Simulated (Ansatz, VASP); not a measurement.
## Two plane-wave programs on Na2MoH6

The input INCAR:

```
SYSTEM = Na2MoH6
ALGO = Normal
EDIFF = 1E-6
ENCUT = 520
GGA = PE
ISIF = 2
ISMEAR = 0
LASPH = .TRUE.
LCHARG = .TRUE.
LELF = .TRUE.
LREAL = .FALSE.
LVHAR = .TRUE.
LWAVE = .FALSE.
NBANDS = 27
NELM = 80
PREC = Accurate
SIGMA = 0.1
```

Contents of KPOINTS:

```
k-points
0
G
  4 4 2
  0 0 0
```

POSCAR

```
Na2MoH6
1.0
    4.4222191900      0.0000000000      0.0000000000
    0.0000000000      4.4222191900      0.0000000000
    0.0000000000      0.0000000000      8.8444383800
Na H Mo
2 6 1
Direct
    0.5000000000      0.5000000000      0.2500000000
    0.5000000000      0.5000000000      0.7500000000
    0.5000000000      0.0000000000      0.0000000000
    0.5000000000      0.0000000000      0.5000000000
    0.0000000000      0.5000000000      0.0000000000
    0.0000000000      0.5000000000      0.5000000000
    0.0000000000      0.0000000000      0.2500000000
    0.0000000000      0.0000000000      0.7500000000
    0.0000000000      0.0000000000      0.0000000000
```

Input for Ansatz:

```yaml
crystal:
  lattice:
    - [4.42221919, 0.0, 0.0]
    - [0.0, 4.42221919, 0.0]
    - [0.0, 0.0, 8.84443838]
  atoms:
    - { symbol: Na, position: [0.5, 0.5, 0.25] }
    - { symbol: Na, position: [0.5, 0.5, 0.75] }
    - { symbol: H, position: [0.5, 0.0, 0.0] }
    - { symbol: H, position: [0.5, 0.0, 0.5] }
    - { symbol: H, position: [0.0, 0.5, 0.0] }
    - { symbol: H, position: [0.0, 0.5, 0.5] }
    - { symbol: H, position: [0.0, 0.0, 0.25] }
    - { symbol: H, position: [0.0, 0.0, 0.75] }
    - { symbol: Mo, position: [0.0, 0.0, 0.0] }
basis:
  ecutwfc: 420
kpoints:
  mp_grid: { grid: [4, 4, 2] }
hamiltonian:
  xc: pbe
scf:
  occupations: { method: gaussian, width: 0.1 }
  lower_state_search: "off"
output:
  forces: true
  stress: true
  eigenvalues: true
```

Change from the starting cell: ordered vacancies on the cation sites of perovskite (P4/mmm, No. 123).

Alike in both runs: task single point; functional PBE; k mesh 4 × 4 × 2; occupations gaussian, width 0.1 eV; no spin polarisation.

|  | VASP | Ansatz |
| --- | --- | --- |
| version | VASP 6.6.1 | Ansatz 0.2.0 |
| potentials or method | VASP PAW PBE potentials, release 64 (Na_pv, H, Mo_sv), cutoff 520 eV | scalar-relativistic, plane waves, PAW |
| valence electrons in the cell | 34 | 38 |

Ansatz gave:

| Property | Result |
| --- | --- |
| gap on the k mesh at the Fermi level (eV) | none |
| pressure (GPa) | -10.0 |
| traceless stress, the component that is largest in VASP (GPa) | 0.64 |
| rms of the force components (eV/Å) | 0.502 |

Problem. What did VASP give for the same quantities?

Solution. gap on the k mesh at the Fermi level (eV): none; pressure (GPa): -10.1; traceless stress, the component that is largest in VASP (GPa): 0.65; rms of the force components (eV/Å): 0.501.

Atom by atom the forces differ by 0.001 eV/Å (rms over components). A gap of «none» marks a metal or a gap that the smearing closes. The functional is the same, so the differences come from potentials, cutoffs and numerics. VASP's potentials hold 34 valence electrons a cell and Ansatz's 38, so a difference there can come from the potentials and not from the codes.
